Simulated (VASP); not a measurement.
Runs of VASP 6.6.1 on Sn. Symmetry: Fd-3m, No. 227, cubic system. Conventional cell: a = 6.467 Å, b = 6.467 Å, c = 6.467 Å, α = 90.00°, β = 90.00°, γ = 90.00°. Within 3.7 Å of Sn (site symmetry -43m) lie 4 Sn at 2.80 Å. 

| smearing | gap on the mesh (eV) | pressure (GPa) |
| --- | --- | --- |
| fermi-dirac 0.25 eV | none | (a) |
| fermi-dirac 0.15 eV | none | 0.5 |
| fermi-dirac 0.05 eV | none | 0.4 |
| fermi-dirac 0.1 eV | none | 0.4 |
| fermi-dirac 0.025 eV | none | 0.4 |

Alike in all rows: task single point; level LDA; potentials or basis VASP PAW LDA potentials, release 64 (Sn_d); no spin polarisation; cell as given; k mesh 5 × 5 × 5; cutoff (eV) 500.

**Question.** Estimate the missing entries.

**Answer.** (a) 0.7.

Caveats: spin-orbit coupling is left out, which moves the levels of the heavy elements.

A k mesh can miss the band edges, and the runs leave out spin-orbit coupling on Sn.

A gap of «none» marks levels without a gap at the run's occupations.
